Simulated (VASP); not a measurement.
Input of a VASP 6.6.1 run:

The input INCAR:

```
SYSTEM = SnSe
PREC = Accurate ; ENCUT = 520
EDIFF = 1E-7 ; ISMEAR = -1
SIGMA = 0.05 ; LREAL = .FALSE.
LASPH = .TRUE. ; NELM = 80
ALGO = Normal ; ISIF = 2
LWAVE = .FALSE. ; LCHARG = .FALSE.
GGA = PE ; NBANDS = 50
```

File KPOINTS:

```
regular mesh
0
G
  3 6 6
  0 0 0
```

The input POSCAR:

```
SnSe
1.0
   11.1868733615      0.0000000000      0.0000000000
    0.0000000000      4.1044657955      0.0000000000
    0.0000000000      0.0000000000      4.3689540449
Sn Se
4 4
Direct
    0.8770000000      0.7500000000      0.9090000000
    0.6230000000      0.2500000000      0.4090000000
    0.3770000000      0.7500000000      0.5910000000
    0.1230000000      0.2500000000      0.0910000000
    0.6430000000      0.7500000000      0.9840000000
    0.8570000000      0.2500000000      0.4840000000
    0.1430000000      0.7500000000      0.5160000000
    0.3570000000      0.2500000000      0.0160000000
```

Potentials or basis: VASP PAW PBE potentials, release 64 (Sn_d, Se).

The run is started by

```bash
$ cat potpaw_PBE.64/Sn_d/POTCAR potpaw_PBE.64/Se/POTCAR > POTCAR
$ mpirun -np 1 vasp_std > vasp.out
```

Task: What does it give for the band gap on the k mesh?

Result: 0.53 eV (least direct gap 0.72 eV).

Task: Estimate the largest force.

Result: 0.733 eV/Å.

Task: Estimate the pressure.

Result: 6.5 GPa.

Forces in eV/Å, atoms in the order of the input:
```
Sn   0.712  0.000  0.174
Sn  -0.712  0.000  0.174
Sn   0.712  0.000 -0.174
Sn  -0.712  0.000 -0.174
Se  -0.555  0.000 -0.136
Se   0.555  0.000 -0.136
Se  -0.555  0.000  0.136
Se   0.555  0.000  0.136
```

Caveat: the cell stands under pressure; spin-orbit coupling is left out, which moves the levels of the heavy elements; an odd mesh through Γ misses points on the zone boundary, where band edges can lie.
